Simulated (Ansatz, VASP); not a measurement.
One calculation of CaY3Cl2, two programs

```
Ca Y Cl
1.0
     7.19358    0.00000    0.00000
    -3.59679    6.22982    0.00000
     0.00000    0.00000    3.72849
Ca Y Cl
1 3 2
Direct
  0.00000 0.00000 0.00000
  0.50000 0.00000 0.50000
  0.00000 0.50000 0.50000
  0.50000 0.50000 0.50000
  0.66667 0.33333 0.00000
  0.33333 0.66667 0.00000
```

Change from the starting cell: species swapped into the CeSi2Ir3 type (P6/mmm, No. 191).

Alike in both runs: task relaxation of cell and atoms; functional PBE; k mesh 3 × 3 × 6; occupations gaussian, width 0.1 eV; no spin polarisation.

```csv
,VASP,Ansatz
version,VASP 6.6.1,Ansatz 0.2.0
potentials or method,"VASP PAW PBE potentials, release 64 (Ca_sv, Y_sv, Cl), cutoff 600 eV","scalar-relativistic, plane waves, PAW"
valence electrons in the cell,57,57
```

|  | VASP | Ansatz | Ansatz less VASP |
| --- | --- | --- | --- |
| gap on the k mesh at the Fermi level, each at its own relaxed structure (eV) | none | none | - |
| relaxed volume (Å³/atom) | 27.99 | 27.88 | -0.113 |
| relaxed cell length with the largest relative difference (Å) | 7.263 | 7.249 | -0.0139 |

A gap of «none» marks a metal or a gap that the smearing closes.
